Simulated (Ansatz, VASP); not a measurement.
ZrB6: VASP beside Ansatz

```
CELL_PARAMETERS angstrom
5.52031 0.00000 0.00000
-2.76015 4.78072 0.00000
0.00000 0.00000 3.11486
ATOMIC_POSITIONS crystal
Zr 0.00000 0.00000 0.00000
B 0.22918 0.45835 0.00000
B 0.54165 0.77082 0.00000
B 0.22918 0.77082 0.00000
B 0.77082 0.54165 0.00000
B 0.45835 0.22918 0.00000
B 0.77082 0.22918 0.00000
```

Alike in both runs: functional PBE; k mesh 9 × 9 × 12; occupations gaussian, width 0.1 eV; no spin polarisation.

Ansatz relaxed the structure, and its values are those at the end. VASP's run is a single point on that final structure, the one shown.

|  | VASP | Ansatz |
| --- | --- | --- |
| version | VASP 6.6.1 | Ansatz 0.2.0 |
| potentials or method | VASP PAW PBE potentials, release 64 (Zr_sv, B), cutoff 500 eV | scalar-relativistic, plane waves, PAW |
| valence electrons in the cell | 30 | 30 |

```tsv
	VASP	Ansatz	Ansatz less VASP
gap on the k mesh at the Fermi level (eV)	none	none	-
pressure (GPa)	0.0	0.0	-0.01
```

A gap of «none» marks a metal or a gap that the smearing closes.
